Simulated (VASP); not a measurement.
A run of VASP 6.6.1 is set up as follows.

Contents of INCAR:

```
  PREC = Accurate
  ENCUT = 520
  EDIFF = 1E-7
  ISMEAR = -1
  SIGMA = 0.1
  LREAL = False
  LASPH = True
  NELM = 100
  ALGO = Normal
  ISIF = 2
  LWAVE = False
  LCHARG = False
  GGA = CA
  NBANDS = 14
```

File KPOINTS:

```
Automatic mesh
0
Gamma
  10 10 10
```

The input POSCAR:

```
ZrH2
1.0
    0.0000000000      2.5019773205      2.5019773205
    2.5019773205      0.0000000000      2.5019773205
    2.5019773205      2.5019773205      0.0000000000
Zr H
1 2
Direct
    0.0000000000      0.0000000000      0.0000000000
    0.7500000000      0.7500000000      0.7500000000
    0.2500000000      0.2500000000      0.2500000000
```

Potentials or basis: VASP PAW LDA potentials, release 64 (Zr_sv, H).

Launch:

```sh
$ cat potpaw_LDA.64/Zr_sv/POTCAR potpaw_LDA.64/H/POTCAR > POTCAR
$ mpirun -np 1 vasp_std > vasp.out
```

Estimate the pressure.

-17.5 GPa.

Estimate the band gap on the k mesh.

zero (band 7 reaches 7.48 eV, above the bottom of band 8 at 6.76 eV).
